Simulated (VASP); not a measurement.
**Te: single point with PBE**

The system is Te.

```
Te
1.0
     4.23410   -2.37120    0.00000
     4.23410    2.37120    0.00000
    -0.13045    0.00000    4.07607
Te
3
Direct
  0.67600 0.67600 0.67500
  0.32400 0.32400 0.32500
  0.00000 0.00000 0.00000
```

This cell differs from its parent crystal: zz strain of +3 %.

```json
{"Program": "VASP 6.6.1", "Task": "single point", "Functional": "PBE", "Potentials or basis": "VASP PAW PBE potentials, release 64 (Te)", "Cutoff": "520 eV", "k mesh": "8 × 8 × 8", "Occupations": "fermi-dirac, width 0.05 eV", "Spin": "no spin polarisation", "Dipole correction": "no", "Further INCAR settings": "ALGO = Normal; EDIFF = 1e-06; NBANDS = 16"}
```

```yaml
Pressure: 7.5 GPa
Largest_force: 0.454 eV/Å
Band_gap_on_the_k_mesh: zero (band 9 reaches 10.27 eV, above the bottom of band 10 at 6.88 eV)
```

Forces on the atoms (eV/Å):
```
Te  -0.402  0.000 -0.212
Te   0.402  0.000  0.212
Te   0.000  0.000  0.000
```

Stress tensor (GPa, compression positive):
```
7.37 0.00 0.84
0.00 7.24 0.00
0.84 0.00 7.93
```

Levels at points of the mesh, in eV from the Fermi level:
```csv
k point,band 7,band 8,band 9,band 10,band 11,band 12
"(0.00, 0.00, 0.00)",-3.75,-2.28,-1.98,1.37,2.70,3.03
"(0.50, 0.00, 0.00)",-2.80,0.08,0.11,0.37,0.84,2.75
"(0.50, 0.50, 0.00)",-2.46,0.40,0.45,0.52,0.69,2.39
"(0.00, 0.00, 0.50)",-2.50,-1.82,-1.77,-1.75,-1.55,-1.00
"(0.50, 0.00, 0.50)",-3.76,-3.63,1.65,1.88,1.94,3.16
"(0.50, 0.50, 0.50)",-3.79,-3.62,1.63,1.66,2.21,2.67
```

Run time: 75 s on 1 thread of Intel(R) Xeon(R) Platinum 8488C (Sapphire Rapids) (shared host), peak memory 0.29 GiB.

Caveat: the cell differs from its parent crystal (zz strain of +3 %); spin-orbit coupling is left out, which moves the levels of the heavy elements.
